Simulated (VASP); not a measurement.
Input of a VASP 6.6.1 run:

File INCAR:

```
SYSTEM = AlRu
  ALGO = Fast
  EDIFF = 1E-7
  ENCUT = 520
  GGA = CA
  ISIF = 2
  ISMEAR = 0
  LASPH = .True.
  LCHARG = .False.
  LREAL = .False.
  LWAVE = .False.
  NBANDS = 16
  NELM = 60
  PREC = Accurate
  SIGMA = 0.15
```

Contents of KPOINTS:

```
k-points
0
Gamma
  16 16 16
  0 0 0
```

POSCAR

```
AlRu
1.0
    3.0215160000      0.0000000000      0.0000000000
    0.0000000000      2.9916000000      0.0000000000
    0.0000000000      0.0000000000      2.9916000000
Al Ru
1 1
Direct
    0.0000000000      0.0000000000      0.0000000000
    0.5000000000      0.5000000000      0.5000000000
```

Potentials or basis: VASP PAW LDA potentials, release 64 (Al, Ru_pv).

The run is started by

```sh
$ cat potpaw_LDA.64/Al/POTCAR potpaw_LDA.64/Ru_pv/POTCAR > POTCAR
$ mpirun -np 1 vasp_std > vasp.out
```

(1) Predict the pressure.

(2) Estimate the band gap on the k mesh.

Results:

(1) -9.5 GPa.

(2) zero (an odd number of electrons rules out a gap without spin polarisation).

Caveat: the cell differs from its parent crystal (strain +0.0100 x Voigt [1, 0, 0, 0, 0, 0]); the cell stands under tension.
